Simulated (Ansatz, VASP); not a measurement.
**TiN: VASP beside Ansatz**

```
CELL_PARAMETERS angstrom
0.00000 2.07305 2.07305
2.07305 0.00000 2.07305
2.07305 2.07305 0.00000
ATOMIC_POSITIONS crystal
Ti 0.00000 0.00000 0.00000
N 0.50000 0.50000 0.50000
```

Alike in both runs: task single point; functional r2SCAN; k mesh 18 × 18 × 18; occupations gaussian, width 0.1 eV; no spin polarisation.

|  | VASP | Ansatz |
| --- | --- | --- |
| version | VASP 6.6.1 | Ansatz 0.2.0 |
| potentials or method | VASP PAW PBE potentials, release 64 (Ti_sv, N), cutoff 520 eV | scalar-relativistic, plane waves, PAW |
| valence electrons in the cell | 17 | 17 |

|  | VASP | Ansatz | Ansatz less VASP |
| --- | --- | --- | --- |
| gap on the k mesh at the Fermi level (eV) | none | none | - |
| pressure (GPa) | 22.6 | 20.8 | -1.82 |

VASP's potentials were made for PBE, not for r2SCAN. A gap of «none» marks a metal or a gap that the smearing closes. The functional is the same, so the differences come from potentials, cutoffs and numerics.
